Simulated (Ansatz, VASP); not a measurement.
**HfBe2Si2: VASP beside Ansatz**

```
Hf Be Si
1.0
    -1.83065    1.83065    4.73237
     1.83065   -1.83065    4.73237
     1.83065    1.83065   -4.73237
Hf Be Si
1 2 2
Cartesian
  0.0000 0.0000 0.0000
  0.0000 0.0000 3.7296
  0.0000 0.0000 5.7352
  0.0000 1.8307 2.3662
  1.8307 0.0000 2.3662
```

Change from the starting cell: species swapped into the ErFe2B2 type (I4/mmm, No. 139).

Alike in both runs: functional PBE; k mesh 14 × 14 × 14; occupations gaussian, width 0.1 eV; no spin polarisation.

Ansatz relaxed the structure, and its values are those at the end. VASP's run is a single point on that final structure, the one shown.

|  | VASP | Ansatz |
| --- | --- | --- |
| version | VASP 6.6.1 | Ansatz 0.2.0 |
| potentials or method | VASP PAW PBE potentials, release 64 (Hf_pv, Be, Si), cutoff 520 eV | scalar-relativistic, plane waves, PAW |
| valence electrons in the cell | 22 | 38 |

```csv
,VASP,Ansatz,Ansatz less VASP
gap on the k mesh at the Fermi level (eV),none,none,-
pressure (GPa),-0.2,0.0,+0.18
```

A gap of «none» marks a metal or a gap that the smearing closes. VASP's potentials hold 22 valence electrons a cell and Ansatz's 38, so a difference there can come from the potentials and not from the codes.

Neither program's run includes spin-orbit coupling.
